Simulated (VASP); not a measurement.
Set up this calculation in VASP 6.6.1, as the native input.

```
Task                   : single point
Functional             : PBEsol
Potentials or basis    : VASP PAW PBE potentials, release 64 (Na_pv)
Cutoff                 : 500 eV
k mesh                 : 7 × 7 × 7
Occupations            : fermi-dirac, width 0.05 eV
Spin                   : no spin polarisation
Dipole correction      : no
Further INCAR settings : ALGO = Normal; EDIFF = 1e-06; NBANDS = 10
```

The structure of Na lies in POSCAR:

```
Na
1.0
   -2.1517050000      2.1517050000      2.1410000000
    2.1517050000     -2.1517050000      2.1410000000
    2.1302950000      2.1302950000     -2.1410000000
Na
1
Direct
    0.0000000000      0.0000000000      0.0000000000
```

One way to write it, as run:

INCAR

```
ALGO = Normal
EDIFF = 1E-6
ENCUT = 500
GGA = PS
GGA_COMPAT = F
ISIF = 2
ISMEAR = -1
LASPH = T
LCHARG = F
LREAL = F
LWAVE = F
NBANDS = 10
NELM = 120
PREC = Accurate
SIGMA = 0.05
```

KPOINTS

```
k-points
0
Gamma
  7 7 7
```

Potentials or basis: VASP PAW PBE potentials, release 64 (Na_pv).

The run is started by

```console
$ cat potpaw_PBE.64/Na_pv/POTCAR > POTCAR
$ mpirun -np 1 vasp_std > vasp.out
```

Results of the run:

The pressure is -0.6 GPa.

Caveat: the PAW data sets were made with another functional, which shifts forces and pressure a little.

Run time: 19 s on 1 thread of Intel Xeon 8259CL (shared host), peak memory 0.15 GiB.
